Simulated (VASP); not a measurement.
Set up this calculation in VASP 6.6.1, as the native input.

```
Task                   : relaxation of cell and atoms
Functional             : r2SCAN
Potentials or basis    : VASP PAW PBE potentials, release 64 (Be, S)
Cutoff                 : 600 eV
k mesh                 : 8 × 8 × 8
Occupations            : gaussian, width 0.01 eV
Spin                   : no spin polarisation
Target pressure        : 7 GPa
Dipole correction      : no
Further INCAR settings : ALGO = Normal; EDIFF = 1e-06; IBRION = 2; EDIFFG = -0.002; NSW = 100; ISIF = 3
```

BeS:

```
Be S
1.0
     2.43422    2.43422    0.00000
    -2.43422    2.43422    0.00000
     0.00000    2.43422    2.43422
Be S
1 1
Direct
  0.00000 0.00000 0.00000
  0.75000 0.25000 0.50000
```

These files were run (other wordings do the same):

POSCAR

```
BeS
1.0
    2.4342244985      2.4342244985      0.0000000000
   -2.4342244985      2.4342244985      0.0000000000
    0.0000000000      2.4342244985      2.4342244985
Be S
1 1
Direct
    0.0000000000      0.0000000000      0.0000000000
    0.7500000000      0.2500000000      0.5000000000
```

INCAR.step1

```
SYSTEM = BeS
PREC = Accurate
ENCUT = 600
ISMEAR = 0
SIGMA = 0.01
LREAL = .False.
LASPH = .True.
NELM = 60
GGA = PE
ALGO = Normal
EDIFF = 1E-4
LWAVE = .True.
LCHARG = .False.
```

INCAR.step2

```
SYSTEM = BeS
PREC = Accurate
ENCUT = 600
EDIFF = 1E-6
ISMEAR = 0
SIGMA = 0.01
LREAL = .False.
LASPH = .True.
NELM = 60
ALGO = Normal
ISIF = 3
LWAVE = .False.
LCHARG = .False.
METAGGA = R2SCAN
LMIXTAU = .True.
IBRION = 2
NSW = 100
EDIFFG = -0.002
PSTRESS = 70.0
ISTART = 1
```

KPOINTS

```
regular mesh
0
Gamma
  8 8 8
  0 0 0
```

Potentials or basis: VASP PAW PBE potentials, release 64 (Be, S).

Launch:

```bash
$ cat potpaw_PBE.64/Be/POTCAR potpaw_PBE.64/S/POTCAR > POTCAR
$ cp INCAR.step1 INCAR
$ mpirun -np 1 vasp_std > vasp.out
$ cp INCAR.step2 INCAR
$ mpirun -np 1 vasp_std > vasp.out
```

Results of the run:

| Item | Value |
| --- | --- |
| Relaxed volume | 13.57 Å³/atom |
| Relaxed cell | a = 3.373 Å, b = 3.373 Å, c = 3.373 Å, α = 60.00°, β = 60.00°, γ = 90.00° |
| Space group after relaxing (to 0.1 Å) | F-43m (No. 216) |
| Energy change on relaxing (the run minimises the enthalpy) | +18.7 meV/atom |
| Ionic steps | 3 |
| Pressure after relaxing | 7.0 GPa |
| Band gap on the k mesh | 3.45 eV (least direct gap 6.22 eV) |

Caveat: the cell is relaxed towards a set pressure, so the run minimises the enthalpy, not the energy; the PAW data sets were made with another functional, which shifts forces and pressure a little.

It took 3.1 min on 1 thread of Intel Xeon 8259CL (shared host), peak memory 0.16 GiB.
